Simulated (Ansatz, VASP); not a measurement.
Two plane-wave programs on BN

```xyz
4
Lattice="2.5546 0.0000 0.0000 -1.2773 2.2123 0.0000 0.0000 0.0000 4.2245" Properties=species:S:1:pos:R:3 pbc="T T T"
B     1.4894    0.9496    4.2237
B     0.0000    1.4749    2.1114
N     1.2773    0.7374    2.6411
N     0.0000    1.4749    0.5289
```

Alike in both runs: task single point; functional PBE; k mesh 12 × 12 × 6; occupations gaussian, width 0.05 eV; no spin polarisation.

|  | VASP | Ansatz |
| --- | --- | --- |
| version | VASP 6.6.1 | Ansatz 0.2.0 |
| potentials or method | VASP PAW PBE potentials, release 64 (B, N), cutoff 520 eV | scalar-relativistic, plane waves, PAW |
| valence electrons in the cell | 16 | 16 |

VASP gave:

| Quantity | Value |
| --- | --- |
| gap on the k mesh at the Fermi level (eV) | 3.65 |
| least direct gap on the mesh (eV) | 6.09 |
| pressure (GPa) | 17.3 |
| traceless stress, the component that is largest in VASP (GPa) | 13.72 |
| rms of the force components (eV/Å) | 4.029 |

Task: Which values does Ansatz return?

Result: gap on the k mesh at the Fermi level (eV): 3.66; least direct gap on the mesh (eV): 6.10; pressure (GPa): 17.2; traceless stress, the component that is largest in VASP (GPa): 13.63; rms of the force components (eV/Å): 4.024.

Atom by atom the forces differ by 0.007 eV/Å (rms over components).
